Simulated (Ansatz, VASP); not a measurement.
Two plane-wave programs on LiF

File POSCAR:

```
LiF
1.0
    3.0810126371      0.0000000000      0.0000000000
   -1.5405063186      2.6682352131      0.0000000000
    0.0000000000      0.0000000000      4.7853429675
Li F
2 2
Direct
    0.3333333333      0.6666666667     -0.0074305300
    0.6666666667      0.3333333333      0.4925694700
    0.3333333333      0.6666666667      0.3824305300
    0.6666666667      0.3333333333      0.8824305300
```

The input INCAR.step1:

```
SYSTEM = LiF
ALGO     = Normal         ! electronic algorithm
EDIFF    = 1E-5           ! SCF threshold, eV
ENCUT    = 520            ! plane-wave cutoff, eV
GGA      = PE             ! functional
ISIF     = 2              ! what is computed and relaxed
ISMEAR   = 0              ! smearing method
LASPH    = .True.         ! aspherical terms in the spheres
LCHARG   = .False.        ! write CHGCAR
LREAL    = .False.        ! projectors in reciprocal space
LWAVE    = .True.         ! write WAVECAR
NBANDS   = 18             ! bands
NELM     = 60             ! most SCF steps
PREC     = Accurate       ! precision mode
SIGMA    = 0.01           ! smearing width, eV
```

INCAR.step2

```
SYSTEM = LiF
AEXX     = 0.2            ! exact-exchange fraction
ALGO     = Normal         ! electronic algorithm
EDIFF    = 1E-6           ! SCF threshold, eV
ENCUT    = 520            ! plane-wave cutoff, eV
GGA      = PE             ! functional
HFSCREEN = 0.1            ! screening, 1/A
ISIF     = 2              ! what is computed and relaxed
ISMEAR   = 0              ! smearing method
ISTART   = 1            
LASPH    = .True.         ! aspherical terms in the spheres
LCHARG   = .False.        ! write CHGCAR
LHFCALC  = .True.         ! exact exchange
LREAL    = .False.        ! projectors in reciprocal space
LWAVE    = .False.        ! write WAVECAR
NBANDS   = 18             ! bands
NELM     = 60             ! most SCF steps
PREC     = Accurate       ! precision mode
PRECFOCK = Normal       
SIGMA    = 0.01           ! smearing width, eV
```

Contents of KPOINTS:

```
k-points
0
Gamma
  6 6 2
  0 0 0
```

Input for Ansatz:

```yaml
crystal:
  lattice:
    - [3.0810126371, 0.0, 0.0]
    - [-1.5405063186, 2.6682352131, 0.0]
    - [0.0, 0.0, 4.7853429675]
  atoms:
    - { symbol: Li, position: [0.3333333333, 0.6666666667, -0.00743053] }
    - { symbol: Li, position: [0.6666666667, 0.3333333333, 0.49256947] }
    - { symbol: F, position: [0.3333333333, 0.6666666667, 0.38243053] }
    - { symbol: F, position: [0.6666666667, 0.3333333333, 0.88243053] }
kpoints:
  mp_grid: { grid: [6, 6, 2] }
hamiltonian:
  xc: { exchange: pbe, correlation: pbe, exx: { coeff: 0.2, omega: 0.1 } }
scf:
  occupations: { method: fixed }
  n_extra_bands: 5
output:
  forces: true
  stress: true
  eigenvalues: true
```

Alike in both runs: task single point; functional PBE-based screened hybrid; k mesh 6 × 6 × 2; no spin polarisation.

|  | VASP | Ansatz |
| --- | --- | --- |
| version | VASP 6.6.1 | Ansatz 0.2.0 |
| potentials or method | VASP PAW PBE potentials, release 64 (Li_sv, F) | plane waves |
| plane-wave cutoff (eV) | 520 | 420 |
| occupations | gaussian, width 0.01 eV | fixed |
| valence electrons in the cell | 20 | 20 |

VASP gave:

```
gap on the k mesh at the Fermi level (eV) : 9.88
```

Problem. What did Ansatz give for the same quantities?

Solution. gap on the k mesh at the Fermi level (eV): 9.89.

VASP's potentials were made for PBE, not for PBE-based screened hybrid. Ansatz's warnings: stress exchange threshold loose, stress scf threshold loose.

The k mesh is coarse, so the values compare programs but aren't converged. Noted on VASP's run: the cutoff is short for stress, so the pressure is rough.
